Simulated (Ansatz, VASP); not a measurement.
Two plane-wave programs on HfPt2

The input INCAR:

```
SYSTEM = HfPt2
  PREC = Accurate
  ENCUT = 520
  EDIFF = 1E-6
  ISMEAR = 0
  SIGMA = 0.1
  LREAL = .FALSE.
  LASPH = .TRUE.
  NELM = 60
  ALGO = Fast
  ISIF = 2
  LWAVE = .FALSE.
  LCHARG = .FALSE.
  GGA = PE
  NBANDS = 39
```

File KPOINTS:

```
Automatic mesh
0
G
  6 6 6
  0 0 0
```

The input POSCAR:

```
HfPt2
1.0
   -2.1282905371      3.3409211919      3.6172689942
    2.1282905371     -3.3409211919      3.6172689942
    2.1282905371      3.3409211919     -3.6172689942
Hf Pt
2 4
Direct
    0.2970000000      0.5470000000      0.7500000000
    0.7030000000      0.4530000000      0.2500000000
    0.1030000000      0.1630000000      0.9400000000
    0.7230000000      0.1630000000      0.5600000000
    0.2770000000      0.8370000000      0.4400000000
    0.8970000000      0.8370000000      0.0600000000
```

Input for Ansatz:

```yaml
crystal:
  lattice:
    - [-2.1282905371, 3.3409211919, 3.6172689942]
    - [2.1282905371, -3.3409211919, 3.6172689942]
    - [2.1282905371, 3.3409211919, -3.6172689942]
  atoms:
    - { symbol: Hf, position: [0.297, 0.547, 0.75] }
    - { symbol: Hf, position: [0.703, 0.453, 0.25] }
    - { symbol: Pt, position: [0.103, 0.163, 0.94] }
    - { symbol: Pt, position: [0.723, 0.163, 0.56] }
    - { symbol: Pt, position: [0.277, 0.837, 0.44] }
    - { symbol: Pt, position: [0.897, 0.837, 0.06] }
basis:
  ecutwfc: 420
kpoints:
  mp_grid: { grid: [6, 6, 6] }
hamiltonian:
  xc: pbe
scf:
  occupations: { method: gaussian, width: 0.1 }
  lower_state_search: "off"
output:
  forces: true
  stress: true
  eigenvalues: true
```

Alike in both runs: task single point; functional PBE; k mesh 6 × 6 × 6; occupations gaussian, width 0.1 eV; no spin polarisation.

|  | VASP | Ansatz |
| --- | --- | --- |
| version | VASP 6.6.1 | Ansatz 0.2.0 |
| potentials or method | VASP PAW PBE potentials, release 64 (Hf_pv, Pt), cutoff 520 eV | scalar-relativistic, plane waves, PAW |
| valence electrons in the cell | 60 | 124 |

VASP gave:

| Quantity | Value |
| --- | --- |
| gap on the k mesh at the Fermi level (eV) | none |
| pressure (GPa) | 18.4 |
| traceless stress, the component that is largest in VASP (GPa) | -5.67 |
| rms of the force components (eV/Å) | 1.165 |

Problem. Estimate Ansatz's values.

Solution. gap on the k mesh at the Fermi level (eV): none; pressure (GPa): 19.6; traceless stress, the component that is largest in VASP (GPa): -5.84; rms of the force components (eV/Å): 1.170.

Atom by atom the forces differ by 0.010 eV/Å (rms over components). A gap of «none» marks a metal or a gap that the smearing closes. VASP's potentials hold 60 valence electrons a cell and Ansatz's 124, so a difference there can come from the potentials and not from the codes.

Neither program's run includes spin-orbit coupling.
